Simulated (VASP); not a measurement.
LaB6: single point with LDA

The system is LaB6.

```
CELL_PARAMETERS angstrom
4.09814 0.00000 0.00000
0.00000 4.09814 0.00000
0.00000 0.00000 4.09814
ATOMIC_POSITIONS crystal
La 0.00000 0.00000 0.00000
B 0.19992 0.50000 0.50000
B 0.50000 0.19992 0.50000
B 0.80008 0.50000 0.50000
B 0.50000 0.80008 0.50000
B 0.50000 0.50000 0.19992
B 0.50000 0.50000 0.80008
```

| Property | Result |
| --- | --- |
| Program | VASP 6.6.1 |
| Task | single point |
| Functional | LDA |
| Potentials or basis | VASP PAW LDA potentials, release 64 (La, B) |
| Cutoff | 520 eV |
| k mesh | 8 × 8 × 8 |
| Occupations | fermi-dirac, width 0.1 eV |
| Spin | no spin polarisation |

```yaml
Pressure: 0.2 GPa
Largest_force: 0.023 eV/Å
```

Forces in eV/Å, atoms in the order of the input:
```
La   0.000  0.000  0.000
B   -0.023  0.000  0.000
B    0.000 -0.023  0.000
B    0.023  0.000  0.000
B    0.000  0.023  0.000
B    0.000  0.000 -0.023
B    0.000  0.000  0.023
```

Levels at points of the mesh, in eV from the Fermi level:
```
           k point  band 11  band 12  band 13  band 14  band 15  band 16  band 17  band 18
(0.00, 0.00, 0.00)    -6.84    -1.83    -1.83    -1.83     0.25     0.25     0.25     1.67
(0.50, 0.00, 0.00)    -3.42    -3.42    -3.15    -2.52    -1.45     1.54     1.76     1.76
(0.50, 0.50, 0.00)    -4.50    -4.50    -2.84    -2.84     1.10     1.10     2.04     2.08
(0.50, 0.50, 0.50)    -4.63    -2.35    -2.35    -2.35     1.53     1.84     1.84     1.84
```

Wall time 54 s on 1 thread of AMD EPYC 7R43 64-Core Processor (Zen 3), on a shared host, peak memory 0.15 GiB.

Caveat: spin-orbit coupling is left out, which moves the levels of the heavy elements.
